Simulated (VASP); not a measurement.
A run of VASP 6.6.1:

INCAR

```
ALGO = Normal ; EDIFF = 1E-6
ENCUT = 520 ; GGA = CA
ISIF = 2 ; ISMEAR = -1
LASPH = T ; LCHARG = F
LREAL = F ; LWAVE = F
NBANDS = 15 ; NELM = 100
PREC = Accurate ; SIGMA = 0.05
```

Contents of KPOINTS:

```
k-points
0
Gamma
  13 13 13
```

File POSCAR:

```
TaSb
1.0
    0.0000000000      2.5721401305      2.5721401305
    2.5721401305      0.0000000000      2.5721401305
    2.5721401305      2.5721401305      0.0000000000
Ta Sb
1 1
Direct
    0.0000000000      0.0000000000      0.0000000000
    0.5000000000      0.5000000000      0.5000000000
```

Potentials or basis: VASP PAW LDA potentials, release 64 (Ta_pv, Sb).

The run is started by

```bash
$ cat potpaw_LDA.64/Ta_pv/POTCAR potpaw_LDA.64/Sb/POTCAR > POTCAR
$ mpirun -np 1 vasp_std > vasp.out
```

Hardware: 1 thread of Intel Xeon 8259CL, on a shared host.

Q: How long does it take, and how much memory?

A: It took 41 s on 1 thread of Intel Xeon 8259CL, on a shared host, peak memory 0.17 GiB. Counts: scf iterations 11, k points 84.
